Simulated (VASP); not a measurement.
Si, 2 atoms in the cell. It takes space group Fd-3m (No. 227, cubic). The conventional cell has a = 5.402 Å, b = 5.402 Å, c = 5.402 Å, α = 90.00°, β = 90.00°, γ = 90.00°. Within 3.1 Å of Si (site symmetry -43m) lie 4 Si at 2.34 Å. 

- Program: VASP 6.6.1
- Task: single point
- Functional: LDA
- Potentials or basis: VASP PAW LDA potentials, release 64 (Si)
- Cutoff: 500 eV
- k mesh: 10 × 10 × 10
- Occupations: gaussian, width 0.02 eV
- Spin: no spin polarisation
- Dipole correction: no
- Further INCAR settings: ALGO = Normal; EDIFF = 1e-06; NBANDS = 11

Potentials or basis: VASP PAW LDA potentials, release 64 (Si).

Run with:

```sh
$ cat potpaw_LDA.64/Si/POTCAR > POTCAR
$ mpirun -np 1 vasp_std > vasp.out
```

Hardware: 1 thread of Intel(R) Xeon(R) Platinum 8488C (Sapphire Rapids), with other jobs on the host.

Task: How long does it take, and how much memory?

Result: It took 10 s on 1 thread of Intel(R) Xeon(R) Platinum 8488C (Sapphire Rapids) (shared host), peak memory 0.14 GiB. Counts: scf iterations 11, k points 47.
